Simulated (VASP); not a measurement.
Set up this calculation in VASP 6.6.1, as the native input.

```
Task                   : single point
Functional             : PBE
Potentials or basis    : VASP PAW PBE potentials, release 64 (Li_sv)
Cutoff                 : 520 eV
k mesh                 : 6 × 6 × 1
Occupations            : gaussian, width 0.1 eV
Spin                   : no spin polarisation
Dipole correction      : yes
Further INCAR settings : ALGO = Normal; EDIFF = 1e-06; NBANDS = 8
```

The structure of Li lies in POSCAR:

```
Li
1.0
    2.5267150000      0.0000000000      0.0000000000
   -1.2633570000      2.1881990000      0.0000000000
    0.0000000000      0.0000000000     14.0000000000
Li
1
Direct
    0.0000000000      0.0000000000      0.5000000000
```

One way to write it, as run:

INCAR

```
SYSTEM = Li
ALGO = Normal
DIPOL = 0.5 0.5 0.500
EDIFF = 1E-6
ENCUT = 520
GGA = PE
IDIPOL = 3
ISIF = 2
ISMEAR = 0
LASPH = .True.
LCHARG = .True.
LDIPOL = .True.
LELF = .True.
LREAL = .False.
LVACPOTAV = .True.
LVHAR = .True.
LWAVE = .False.
NBANDS = 8
NELM = 100
PREC = Accurate
SIGMA = 0.1
```

KPOINTS

```
k-points
0
Gamma
  6 6 1
  0 0 0
```

Potentials or basis: VASP PAW PBE potentials, release 64 (Li_sv).

Launch:

```console
$ cat potpaw_PBE.64/Li_sv/POTCAR > POTCAR
$ mpirun -np 1 vasp_std > vasp.out
```

Wall time 12 s on 1 thread of AMD EPYC 7R13 (shared host), peak memory 0.15 GiB.
